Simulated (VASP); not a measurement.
Wanted: the native input for a VASP 6.6.1 run.

- Task: electric field gradients
- Functional: LDA
- Potentials or basis: VASP PAW LDA potentials, release 64 (Ga_d, S)
- Cutoff: 400 eV
- k mesh: 14 × 14 × 3
- Occupations: fermi-dirac, width 0.02 eV
- Spin: no spin polarisation
- Dipole correction: no
- Further INCAR settings: ALGO = Normal; EDIFF = 1e-08; NBANDS = 48

The structure of GaS lies in POSCAR:

```
GaS
1.0
    3.5850000000      0.0000000000      0.0000000000
   -1.7925000000      3.1047010726      0.0000000000
    0.0000000000      0.0000000000     15.5000000000
Ga S
4 4
Direct
    0.3333333333      0.6666666667      0.1710183689
    0.6666666667      0.3333333333      0.6710183689
    0.3333333333      0.6666666667      0.3289816311
    0.6666666667      0.3333333333      0.8289816311
    0.3333333333      0.6666666667      0.6008025009
    0.6666666667      0.3333333333      0.1008025009
    0.3333333333      0.6666666667      0.8991974991
    0.6666666667      0.3333333333      0.3991974991
```

The input as run:

INCAR

```
SYSTEM = GaS
  PREC = Accurate
  ENCUT = 400
  EDIFF = 1E-8
  ISMEAR = -1
  SIGMA = 0.02
  LREAL = .False.
  LASPH = .True.
  NELM = 120
  ALGO = Normal
  ISIF = 2
  LWAVE = .False.
  LCHARG = .False.
  LEFG = .True.
  NBANDS = 48
  GGA_COMPAT = .False.
```

KPOINTS

```
Automatic mesh
0
Gamma
  14 14 3
  0 0 0
```

Potentials or basis: VASP PAW LDA potentials, release 64 (Ga_d, S).

The run is started by

```console
$ cat potpaw_LDA.64/Ga_d/POTCAR potpaw_LDA.64/S/POTCAR > POTCAR
$ mpirun -np 1 vasp_std > vasp.out
```

Results of the run:

```
Pressure               : -2.9 GPa
Largest force          : 0.261 eV/Å
Band gap on the k mesh : 1.45 eV, indirect (least direct gap 1.49 eV)
```

Caveat: without QUAD_EFG the Cq values of the log hold for a quadrupole moment of 1 mb, not for the nuclei.

Wall time 11 min on 1 thread of Intel Xeon 8259CL, on a shared host, peak memory 0.32 GiB.
